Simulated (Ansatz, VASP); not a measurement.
Au: VASP beside Ansatz

```
Au
1.0
     0.00000    2.02795    2.02795
     2.02795    0.00000    2.02795
     2.02795    2.02795    0.00000
Au
1
Direct
  0.00000 0.00000 0.00000
```

Alike in both runs: task single point; functional PBEsol; k mesh 20 × 20 × 20; occupations fermi-dirac, width 0.15 eV; no spin polarisation.

|  | VASP | Ansatz |
| --- | --- | --- |
| version | VASP 6.6.1 | Ansatz 0.2.0 |
| potentials or method | VASP PAW PBE potentials, release 64 (Au), cutoff 520 eV | scalar-relativistic, plane waves, PAW |
| valence electrons in the cell | 11 | 19 |

|  | VASP | Ansatz | Ansatz less VASP |
| --- | --- | --- | --- |
| gap on the k mesh at the Fermi level (eV) | none | none | - |
| pressure (GPa) | 3.4 | 3.7 | +0.30 |

VASP's potentials were made for PBE, not for PBEsol. A gap of «none» marks a metal or a gap that the smearing closes. VASP's potentials hold 11 valence electrons a cell and Ansatz's 19, so a difference there can come from the potentials and not from the codes.

Spin-orbit coupling is off throughout.
